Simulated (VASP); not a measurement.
Runs of VASP 6.6.1 on BaO. The structure is that of space group Fm-3m (No. 225), or close to it. The cells are those of the table. 

| cell | gap on the mesh (eV) | pressure (GPa) |
| --- | --- | --- |
| a = 3.837 Å, angles 60.0°, 2 atoms | 1.62 | 5.1 |
| a = 3.863 Å, angles 60.0°, 2 atoms | (c) | 3.1 |
| a = 3.889 Å, angles 60.0°, 2 atoms | 1.79 | (b) |
| a = 3.940 Å, angles 60.0°, 2 atoms | 1.93 | (a) |
| a = 3.915 Å, angles 60.0°, 2 atoms | 1.86 | -0.2 |

Alike in all rows: task single point; level PBEsol; potentials or basis VASP PAW PBE potentials, release 64 (Ba_sv, O); no spin polarisation; k mesh 6 × 6 × 6; cutoff (eV) 600; smearing gaussian 0.01 eV.

**Question.** Estimate the missing entries.

**Answer.** (a) -1.6; (b) 1.4; (c) 1.71.

Caveats: the PAW data sets were made with another functional, which shifts forces and pressure a little; spin-orbit coupling is left out, which moves the levels of the heavy elements.

A k mesh can miss the band edges, and the runs leave out spin-orbit coupling on Ba.
